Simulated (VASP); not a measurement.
Input of a VASP 6.6.1 run:

File POSCAR:

```
Al
1.0
    0.0000000000      2.0248050000      2.0248050000
    2.0248050000      0.0000000000      2.0248050000
    2.0248050000      2.0248050000      0.0000000000
Al
1
Direct
    0.0000000000      0.0000000000      0.0000000000
```

The input INCAR.step1:

```
PREC     = Accurate       # precision mode
ENCUT    = 550            # plane-wave cutoff, eV
ISMEAR   = -1             # smearing method
SIGMA    = 0.1            # smearing width, eV
LREAL    = F              # projectors in reciprocal space
LASPH    = T              # aspherical terms in the spheres
NELM     = 120            # most SCF steps
GGA      = PE             # functional
ALGO     = Normal         # electronic algorithm
EDIFF    = 1E-5           # SCF threshold, eV
LWAVE    = T              # write WAVECAR
LCHARG   = F              # write CHGCAR
GGA_COMPAT= F            
IBRION   = 2              # ionic algorithm
ISIF     = 3              # what is computed and relaxed
EDIFFG   = -0.005         # ionic threshold
NELMIN   = 4            
NSW      = 100            # ionic steps
```

Contents of INCAR.step2:

```
PREC     = Accurate       # precision mode
ENCUT    = 550            # plane-wave cutoff, eV
EDIFF    = 1E-7           # SCF threshold, eV
ISMEAR   = -1             # smearing method
SIGMA    = 0.1            # smearing width, eV
LREAL    = F              # projectors in reciprocal space
LASPH    = T              # aspherical terms in the spheres
NELM     = 120            # most SCF steps
ALGO     = Normal         # electronic algorithm
ISIF     = 3              # what is computed and relaxed
LWAVE    = F              # write WAVECAR
LCHARG   = F              # write CHGCAR
METAGGA  = R2SCAN         # meta-GGA
LMIXTAU  = T            
IBRION   = 2              # ionic algorithm
NSW      = 80             # ionic steps
EDIFFG   = -0.02          # ionic threshold
ISTART   = 1            
GGA_COMPAT= F            
NELMIN   = 4
```

KPOINTS

```
regular mesh
0
Gamma
  9 9 9
```

Potentials or basis: VASP PAW PBE potentials, release 64 (Al).

Command:

```console
$ cat potpaw_PBE.64/Al/POTCAR > POTCAR
$ cp INCAR.step1 INCAR
$ mpirun -np 1 vasp_std > vasp.out
$ cp INCAR.step2 INCAR
$ mpirun -np 1 vasp_std > vasp.out
```

(1) Estimate the relaxed cell.

(2) Estimate the relaxed volume.

## Answers

(1) a = 2.822 Å, b = 2.822 Å, c = 2.822 Å, α = 60.00°, β = 60.00°, γ = 60.00°.

(2) 15.89 Å³/atom.

Caveat: the PAW data sets were made with another functional, which shifts forces and pressure a little.
